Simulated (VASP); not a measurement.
Here is a VASP 6.6.1 calculation.

File INCAR:

```
PREC = Accurate ; ENCUT = 520
EDIFF = 1E-6 ; ISMEAR = 0
SIGMA = 0.1 ; LREAL = F
LASPH = T ; NELM = 80
ALGO = Fast ; ISIF = 2
LWAVE = F ; LCHARG = F
GGA = PE ; NBANDS = 33
```

File KPOINTS:

```
Automatic mesh
0
Gamma
  12 12 8
```

The input POSCAR:

```
SiNi2
1.0
    3.9112987837     -0.0000002944      0.0000000000
   -1.9556491369      3.3872842557      0.0000000000
    0.0000000000      0.0000000000      4.9919546682
Si Ni
2 4
Direct
    0.3333333333      0.6666666667      0.7500000000
    0.6666666667      0.3333333333      0.2500000000
    0.0000000000      0.0000000000      0.0000000000
    0.0000000000      0.0000000000      0.5000000000
    0.3333333333      0.6666666667      0.2500000000
    0.6666666667      0.3333333333      0.7500000000
```

Potentials or basis: VASP PAW PBE potentials, release 64 (Si, Ni).

The run is started by

```bash
$ cat potpaw_PBE.64/Si/POTCAR potpaw_PBE.64/Ni/POTCAR > POTCAR
$ mpirun -np 1 vasp_std > vasp.out
```

(1) Estimate the pressure.

(2) Estimate the band gap on the k mesh.

Results:

(1) 0.2 GPa.

(2) zero (bands 24 and 25 overlap by 3.21 eV).
